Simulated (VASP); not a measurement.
Set up this calculation in VASP 6.6.1, as the native input.

* Task: relaxation of cell and atoms
* Functional: PBE
* Potentials or basis: VASP PAW PBE potentials, release 64 (Ca_sv, Ge_d, N)
* Cutoff: 600 eV
* k mesh: 4 × 4 × 4
* Occupations: gaussian, width 0.1 eV
* Spin: no spin polarisation
* Dipole correction: no
* Further INCAR settings: ALGO = Normal; EDIFF = 1e-07; IBRION = 2; EDIFFG = -0.04; NSW = 90; ISIF = 3

The structure of CaGe4N lies in POSCAR:

```
CaGe4N
1.0
    5.0766997300      0.0000000000      0.0000000000
    0.0000000000      5.0766997300      0.0000000000
    0.0000000000      0.0000000000      5.0766997300
Ca Ge N
1 4 1
Direct
    0.5000000000      0.5000000000      0.5000000000
    0.1959347600      0.1959347600      0.1959347600
    0.8040652400      0.8040652400      0.1959347600
    0.8040652400      0.1959347600      0.8040652400
    0.1959347600      0.8040652400      0.8040652400
    0.0000000000      0.0000000000      0.0000000000
```

The input as run:

INCAR

```
SYSTEM = CaGe4N
ALGO = Normal
EDIFF = 1E-7
EDIFFG = -0.04
ENCUT = 600
GGA = PE
IBRION = 2
ISIF = 3
ISMEAR = 0
LASPH = .TRUE.
LCHARG = .FALSE.
LREAL = .FALSE.
LWAVE = .FALSE.
NELM = 100
NSW = 90
PREC = Accurate
SIGMA = 0.1
```

KPOINTS

```
k-points
0
G
  4 4 4
  0 0 0
```

Potentials or basis: VASP PAW PBE potentials, release 64 (Ca_sv, Ge_d, N).

Run with:

```console
$ cat potpaw_PBE.64/Ca_sv/POTCAR potpaw_PBE.64/Ge_d/POTCAR potpaw_PBE.64/N/POTCAR > POTCAR
$ mpirun -np 1 vasp_std > vasp.out
```

It gave:

```yaml
Relaxed_volume: 25.13 Å³/atom
Relaxed_cell: a = 5.323 Å, b = 5.323 Å, c = 5.323 Å, α = 90.00°, β = 90.00°, γ = 90.00°
Space_group_after_relaxing_to_0.05_Å: P-43m (No. 215)
Energy_gained_by_relaxing: 347.5 meV/atom
Ionic_steps: 10
Pressure_after_relaxing: 0.0 GPa
```

Caveat: the volume moved by over 15 % at a fixed basis, so the end points are rough.

Run time: 9.2 min on 1 thread of Intel(R) Xeon(R) Platinum 8488C (Sapphire Rapids), on a shared host, peak memory 0.3 GiB.
